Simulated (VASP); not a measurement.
# AlNi (P4/mmm) in VASP: further runs, part 2 of 2

VASP 6.6.1.

**3. Single point, PBE (strain +0.000 along x and y, -0.025 along z)**

The input, INCAR:

```
SYSTEM = AlNi
PREC = Accurate
ENCUT = 520
EDIFF = 1E-6
ISMEAR = 0
SIGMA = 0.15
LREAL = .False.
LASPH = .True.
NELM = 100
ALGO = Fast
ISIF = 2
LWAVE = .False.
LCHARG = .True.
GGA = PE
LELF = .True.
LVHAR = .True.
NBANDS = 14
```

The input, KPOINTS:

```
regular mesh
0
Gamma
  20 20 20
  0 0 0
```

The input, POSCAR:

```
AlNi
1.0
    2.8930835280      0.0000000000      0.0000000000
    0.0000000000      2.8930835280      0.0000000000
    0.0000000000      0.0000000000      2.8207564398
Al Ni
1 1
Direct
    0.0000000000      0.0000000000      0.0000000000
    0.5000000000      0.5000000000      0.5000000000
```

Potentials or basis: VASP PAW PBE potentials, release 64 (Al, Ni).

Started as:

```
> cat potpaw_PBE.64/Al/POTCAR potpaw_PBE.64/Ni/POTCAR > POTCAR
> mpirun -np 1 vasp_std > vasp.out
```

OUTCAR:

```text
SYSTEM = AlNi
   PREC = Accurate
   ENCUT = 520
   EDIFF = 1E-6
   ISMEAR = 0
   LREAL = .False.
   LASPH = .True.
   NELM = 100
   ISIF = 2
   GGA = PE

 ion  position               nearest neighbor table
   1  0.000  0.000  0.000-   2 2.48   2 2.48   2 2.48   2 2.48   2 2.48   2 2.48   2 2.48   2 2.48

   2  0.500  0.500  0.500-   1 2.48   1 2.48   1 2.48   1 2.48   1 2.48   1 2.48   1 2.48   1 2.48

  LATTYP: Found a simple tetragonal cell.
 ALAT       =     2.8930835280
 C/A-ratio  =     0.9750000000

  Lattice vectors:

 A1 = (   2.8930835280,   0.0000000000,   0.0000000000)
 A2 = (   0.0000000000,   2.8930835280,   0.0000000000)
 A3 = (   0.0000000000,   0.0000000000,   2.8207564398)

Analysis of symmetry for initial positions (statically):
=====================================================================
 Subroutine PRICEL returns:
 Original cell was already a primitive cell.

 Routine SETGRP: Setting up the symmetry group for a
 simple tetragonal supercell.

 Subroutine GETGRP returns: Found 16 space group operations
 (whereof 16 operations were pure point group operations)
 out of a pool of 16 trial point group operations.

The static configuration has the point symmetry D_4h.

Analysis of symmetry for dynamics (positions and initial velocities):
=====================================================================
 Subroutine PRICEL returns:
 Original cell was already a primitive cell.

 Routine SETGRP: Setting up the symmetry group for a
 simple tetragonal supercell.

 Subroutine GETGRP returns: Found 16 space group operations
 (whereof 16 operations were pure point group operations)
 out of a pool of 16 trial point group operations.

The dynamic configuration has the point symmetry D_4h.

 Subroutine INISYM returns: Found 16 space group operations
 (whereof 16 operations are pure point group operations),
 and found     1 'primitive' translations

----------------------------------------------------------------------------------------

                                     Primitive cell
[... 123 lines left out ...]
 RMM-DIIS sequential band-by-band and
 Gauss-broadening in eV      SIGMA  =   0.15
  energy-cutoff  :      520.00
  volume of cell :       23.61
 maximum number of plane-waves:       656
 NGX is ok and might be reduce to    24
   NGX = 11   NGY = 11   NGZ = 11

 number of electron      13.0000010 magnetization

 Free energy of the ion-electron system (eV)
  ---------------------------------------------------
  ext. energy  EPLUGINS =         0.00000000
  ---------------------------------------------------
  free energy    TOTEN  =       -10.53250664 eV

  energy without entropy =      -10.52277425  energy(sigma->0) =      -10.52764045

 E-fermi :  10.1936     XC(G=0): -12.1097

 val. band max:       10.1906370627   @ k =   0.3500   0.1000   0.3500
 cond. band min:      10.1966164747   @ k =   0.4500   0.3000   0.5000
 fundamental gap:      0.0059794120
 Fermi energy:        10.1936338590

 k-point     1 :       0.0000    0.0000    0.0000
  band No.  band energies     occupation
      1      -1.0364      2.00000
      2       6.8975      2.00000
      3       6.9157      2.00000
      4       8.5825      2.00000
      5       8.6530      2.00000
      6       8.6530      2.00000
      7      15.4470      0.00000
      8      15.4470      0.00000
      9      16.3708      0.00000
     10      18.2574      0.00000
     11      18.4339      0.00000
     12      24.2003      0.00000
     13      30.8852      0.00000
     14      31.4796      0.00000
[... 377 lines left out ...]
      1      -0.1328      2.00000
      2       6.7660      2.00000
      3       7.0573      2.00000
      4       8.2015      2.00000
      5       8.4179      2.00000
      6       8.6176      2.00000
      7      11.9215      0.00000
      8      14.7466      0.00000
      9      17.4944      0.00000
     10      19.4784      0.00000
     11      22.1590      0.00000
     12      24.9692      0.00000
     13      26.9729      0.00000
     14      27.5230      0.00000

 [... further k-points ...]

------------------------ aborting loop because EDIFF is reached ----------------------------------------

  FORCE on cell =-STRESS in cart. coord.  units (eV):
  Direction    XX          YY          ZZ          XY          YZ          ZX
  --------------------------------------------------------------------------------------
  -------------------------------------------------------------------------------------
  Total        0.5040662      0.5040662      0.8122227      0.0000000     -0.0000000      0.0000000
  in kB       34.2066590     34.2066590     55.1186024      0.0000000     -0.0000000      0.0000000
  external PRESSURE =      41.1773068 kB  Pullay stress =       0.0000000 kB

 VOLUME and BASIS-vectors are now :
 -----------------------------------------------------------------------------
  energy-cutoff  :      520.00
  volume of cell :       23.61
      direct lattice vectors                 reciprocal lattice vectors
     2.893083528  0.000000000  0.000000000     0.345651963  0.000000000  0.000000000
     0.000000000  2.893083528  0.000000000     0.000000000  0.345651963  0.000000000
     0.000000000  0.000000000  2.820756440     0.000000000  0.000000000  0.354514834

 POSITION                                       TOTAL-FORCE (eV/Angst)
 -----------------------------------------------------------------------------------
      0.00000      0.00000      0.00000         0.000000      0.000000      0.000000
      1.44654      1.44654      1.41038         0.000000      0.000000      0.000000
 -----------------------------------------------------------------------------------
    total drift:                                0.000000      0.000000     -0.000000

  FREE ENERGIE OF THE ION-ELECTRON SYSTEM (eV)
  ---------------------------------------------------
  free  energy   TOTEN  =       -10.5325066424 eV

  energy  without entropy=      -10.5227742522  energy(sigma->0) =      -10.52764045
```

Wall time 2.7 min (1 thread of Intel Xeon Platinum 8259CL at 2.50GHz (Skylake/Cascade Lake), shared host); peak memory 0.35 GiB.

Results:

| Quantity | Value |
| --- | --- |
| Free energy | -10.5325 eV |
| Pressure | 4.1 GPa |
| Band gap on the k mesh | zero (an odd number of electrons rules out a gap without spin polarisation) |

Caveat: the cell differs from its parent crystal (strain +0.000 along x and y, -0.025 along z); the cell stands under pressure. Spin polarisation is off, so any magnetic state and its effect on volume and gap are missing.

**4. Single point, PBE (strain -0.025 along x and y, +0.025 along z)**

The input, INCAR:

```
PREC = Accurate
ENCUT = 520
EDIFF = 1E-6
ISMEAR = 0
SIGMA = 0.15
LREAL = F
LASPH = T
NELM = 60
ALGO = Fast
ISIF = 2
LWAVE = F
LCHARG = F
GGA = PE
NBANDS = 14
```

The input, KPOINTS:

```
regular mesh
0
Gamma
  20 20 20
```

The input, POSCAR:

```
AlNi
1.0
    2.8207564398      0.0000000000      0.0000000000
    0.0000000000      2.8207564398      0.0000000000
    0.0000000000      0.0000000000      2.9654106162
Al Ni
1 1
Direct
    0.0000000000      0.0000000000      0.0000000000
    0.5000000000      0.5000000000      0.5000000000
```

Started as:

```
> cat potpaw_PBE.64/Al/POTCAR potpaw_PBE.64/Ni/POTCAR > POTCAR
> mpirun -np 1 vasp_std > vasp.out
```

Wall time 2.7 min (1 thread of Intel Xeon Platinum 8259CL at 2.50GHz (Skylake/Cascade Lake), shared host); peak memory 0.35 GiB.

It converged, with:

| Item | Value |
| --- | --- |
| Free energy | -10.5263 eV |
| Pressure | 4.3 GPa |
| Band gap on the k mesh | zero (an odd number of electrons rules out a gap without spin polarisation) |

Stress tensor (GPa, compression positive):
```
5.40 0.00 0.00
0.00 5.40 0.00
0.00 0.00 2.22
```

Levels at points of the mesh, in eV from the Fermi level:
```tsv
k point	band 5	band 6	band 7	band 8	band 9	band 10
(0.00, 0.00, 0.00)	-1.61	-1.48	4.39	6.17	6.17	7.86
(0.50, 0.00, 0.00)	-2.19	-1.50	-0.53	8.22	9.06	10.25
(0.50, 0.50, 0.00)	-2.25	-2.25	-0.95	1.82	2.83	11.65
(0.00, 0.00, 0.50)	-2.19	-1.41	-0.90	8.31	10.54	10.54
(0.50, 0.00, 0.50)	-2.06	-2.02	-1.08	1.38	2.38	12.86
(0.50, 0.50, 0.50)	-0.93	1.93	2.04	2.04	3.82	4.32
```

Caveat: the cell differs from its parent crystal (strain -0.025 along x and y, +0.025 along z); the cell stands under pressure. Spin polarisation is off, so any magnetic state and its effect on volume and gap are missing.

**5. Single point, PBE (strain -0.025 along x and y, +0.050 along z)**

The input, INCAR:

```
SYSTEM = AlNi
PREC = Accurate ; ENCUT = 520
EDIFF = 1E-6 ; ISMEAR = 0
SIGMA = 0.15 ; LREAL = .FALSE.
LASPH = .TRUE. ; NELM = 100
ALGO = Fast ; ISIF = 2
LWAVE = .FALSE. ; LCHARG = .TRUE.
GGA = PE ; LELF = .TRUE.
LVHAR = .TRUE. ; NBANDS = 14
```

The input, KPOINTS:

```
regular mesh
0
G
  20 20 20
  0 0 0
```

POSCAR: that of step 4 with these lines changed.

```diff
@@ -4,3 +4,3 @@
     0.0000000000      2.8207564398      0.0000000000
-    0.0000000000      0.0000000000      2.9654106162
+    0.0000000000      0.0000000000      3.0377377044
 Al Ni
```

Started as:

```
> cat potpaw_PBE.64/Al/POTCAR potpaw_PBE.64/Ni/POTCAR > POTCAR
> mpirun -np 1 vasp_std > vasp.out
```

Wall time 2.9 min (1 thread of Intel Xeon Platinum 8259CL at 2.50GHz (Skylake/Cascade Lake), shared host); peak memory 0.35 GiB.

It converged, with:

* Free energy: -10.5263 eV
* Pressure: 0.4 GPa
* Band gap on the k mesh: zero (an odd number of electrons rules out a gap without spin polarisation)

Stress tensor (GPa, compression positive):
```
 1.84  0.00  0.00
 0.00  1.84  0.00
 0.00  0.00 -2.37
```

Levels at points of the mesh, in eV from the Fermi level:
```
           k point  band 3  band 4  band 5  band 6  band 7  band 8  band 9  band 10  band 11  band 12
(0.00, 0.00, 0.00)   -3.15   -1.57   -1.57   -1.39    3.79    6.35    6.35     7.55     8.38    13.80
(0.50, 0.00, 0.00)   -2.68   -2.49   -2.08   -1.47   -0.46    8.10    8.50     9.68    10.90    11.77
(0.50, 0.50, 0.00)   -2.53   -2.53   -2.24   -2.24   -0.89    1.91    2.84    11.06    14.01    14.01
(0.00, 0.00, 0.50)   -2.79   -2.09   -2.09   -1.34   -1.00    8.30   10.63    10.63    11.02    11.02
(0.50, 0.00, 0.50)   -3.19   -2.82   -1.97   -1.91   -1.09    1.30    2.19    12.81    15.23    15.78
(0.50, 0.50, 0.50)   -4.03   -1.08   -0.87    1.93    2.09    2.09    3.62     4.13     4.13     4.91
```

Caveat: the cell differs from its parent crystal (strain -0.025 along x and y, +0.050 along z). Spin polarisation is off, so any magnetic state and its effect on volume and gap are missing.

**6. Summary**

```csv
cell,gap on the mesh (eV),pressure (GPa)
"a = 2.821, b = 2.821, c = 2.893 Å, 2 atoms",none,8.9
"a = 2.893, b = 2.893, c = 2.821 Å, 2 atoms",none,4.1
"a = 2.821, b = 2.821, c = 2.965 Å, 2 atoms",none,4.3
"a = 2.821, b = 2.821, c = 3.038 Å, 2 atoms",none,0.4
```

Alike in all rows: task single point; level PBE; potentials or basis VASP PAW PBE potentials, release 64 (Al, Ni); no spin polarisation; k mesh 20 × 20 × 20; cutoff (eV) 520; smearing gaussian 0.15 eV.

Caveats: the cell stands under pressure (at least some runs).

Absolute energies hang on the potentials; compare differences alone.
